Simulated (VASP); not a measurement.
Set up this calculation in VASP 6.6.1, as the native input.

| Quantity | Value |
| --- | --- |
| Task | single point |
| Functional | PBE |
| Potentials or basis | VASP PAW PBE potentials, release 64 (Li_sv, Al) |
| Cutoff | 520 eV |
| k mesh | 12 × 12 × 4 |
| Occupations | gaussian, width 0.1 eV |
| Spin | no spin polarisation |
| Dipole correction | no |
| Further INCAR settings | ALGO = Fast; EDIFF = 1e-06; NBANDS = 18 |

The structure of LiAl5 lies in POSCAR:

```
LiAl5
1.0
    2.8172752496      0.0000000000      0.0000000000
    0.0000000000      2.8172752496      0.0000000000
    0.0000000000      0.0000000000     11.8228787475
Li Al
1 5
Direct
    0.0000000000      0.0000000000      0.0000000000
    0.5000000000      0.5000000000      0.8328688376
    0.0000000000      0.0000000000      0.6667119479
    0.5000000000      0.5000000000      0.5000000000
    0.0000000000      0.0000000000      0.3332880521
    0.5000000000      0.5000000000      0.1671311624
```

This cell differs from its parent crystal: volume scaled by 0.94, then relaxed in part.

The input as run:

INCAR

```
SYSTEM = LiAl5
ALGO     = Fast           ! electronic algorithm
EDIFF    = 1E-6           ! SCF threshold, eV
ENCUT    = 520            ! plane-wave cutoff, eV
GGA      = PE             ! functional
ISIF     = 2              ! what is computed and relaxed
ISMEAR   = 0              ! smearing method
LASPH    = .True.         ! aspherical terms in the spheres
LCHARG   = .True.         ! write CHGCAR
LELF     = .True.         ! ELF
LREAL    = .False.        ! projectors in reciprocal space
LVHAR    = .True.       
LWAVE    = .False.        ! write WAVECAR
NBANDS   = 18             ! bands
NELM     = 60             ! most SCF steps
PREC     = Accurate       ! precision mode
SIGMA    = 0.1            ! smearing width, eV
```

KPOINTS

```
k-points
0
Gamma
  12 12 4
  0 0 0
```

Potentials or basis: VASP PAW PBE potentials, release 64 (Li_sv, Al).

Command:

```console
$ cat potpaw_PBE.64/Li_sv/POTCAR potpaw_PBE.64/Al/POTCAR > POTCAR
$ mpirun -np 1 vasp_std > vasp.out
```

It gave:

```
Largest force          : 0.004 eV/Å
Band gap on the k mesh : zero (band 9 reaches 12.75 eV, above the bottom of band 10 at 5.47 eV)
```

Run time: 2.9 min on 1 thread of AMD EPYC 7R43 64-Core Processor (Zen 3), with other jobs on the host, peak memory 0.24 GiB.
